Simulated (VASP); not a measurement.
Write the native input for VASP 6.6.1 that does the following.

| Item | Value |
| --- | --- |
| Task | single point |
| Functional | PBE |
| Potentials or basis | VASP PAW PBE potentials, release 64 (Ni, Si) |
| Cutoff | 520 eV |
| k mesh | 16 × 16 × 14 |
| Occupations | fermi-dirac, width 0.08 eV |
| Spin | no spin polarisation |
| Dipole correction | no |
| Further INCAR settings | ALGO = Normal; EDIFF = 1e-06; NBANDS = 14 |

The structure of SiNi (WC type) lies in POSCAR:

```
SiNi
1.0
    2.3857777248     -0.0000000001      0.0000000000
   -1.1928888623      2.0661441175      0.0000000000
    0.0000000000      0.0000000000      3.4539142791
Ni Si
1 1
Direct
    0.0000000000      0.0000000000      0.0000000000
    0.3333333333      0.6666666667      0.5000000000
```

These files were run (other wordings do the same):

INCAR

```
ALGO = Normal
EDIFF = 1E-6
ENCUT = 520
GGA = PE
ISIF = 2
ISMEAR = -1
LASPH = T
LCHARG = F
LREAL = F
LWAVE = F
NBANDS = 14
NELM = 80
PREC = Accurate
SIGMA = 0.08
```

KPOINTS

```
k-points
0
Gamma
  16 16 14
```

Potentials or basis: VASP PAW PBE potentials, release 64 (Ni, Si).

Launch:

```sh
$ cat potpaw_PBE.64/Ni/POTCAR potpaw_PBE.64/Si/POTCAR > POTCAR
$ mpirun -np 1 vasp_std > vasp.out
```

Results of the run:

```yaml
Pressure: 110.1 GPa
Band_gap_on_the_k_mesh: zero (bands 7 and 8 overlap by 1.15 eV)
```

Caveat: the cell stands under pressure.

It took 26 s on 1 thread of AMD EPYC 9R45 (Zen 5), on a shared host, peak memory 0.14 GiB.
